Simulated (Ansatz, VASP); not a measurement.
Fe in VASP and in Ansatz

```
Fe
1.0
    -1.35722    1.35722    1.35722
     1.35722   -1.35722    1.35722
     1.35722    1.35722   -1.35722
Fe
1
Cartesian
  0.0000 0.0000 0.0000
```

Alike in both runs: task single point; functional PBE; k mesh 25 × 25 × 25; occupations fermi-dirac, width 0.05 eV; collinear spin.

|  | VASP | Ansatz |
| --- | --- | --- |
| version | VASP 6.6.1 | Ansatz 0.2.0 |
| potentials or method | VASP PAW PBE potentials, release 64 (Fe), cutoff 520 eV | plane waves (420 eV) with PAW, scalar-relativistic |
| valence electrons in the cell | 8 | 16 |

```csv
,VASP,Ansatz,Ansatz less VASP
net moment per atom (μB),1.98,1.97,-0.015
size of the moment on the site where the two differ most (μB),1.96,1.99,+0.032
```

Site moments also hang on the region over which each program counts them. The functional is the same, so the differences come from potentials, cutoffs and numerics. VASP's potentials hold 8 valence electrons a cell and Ansatz's 16, so a difference there can come from the potentials and not from the codes.
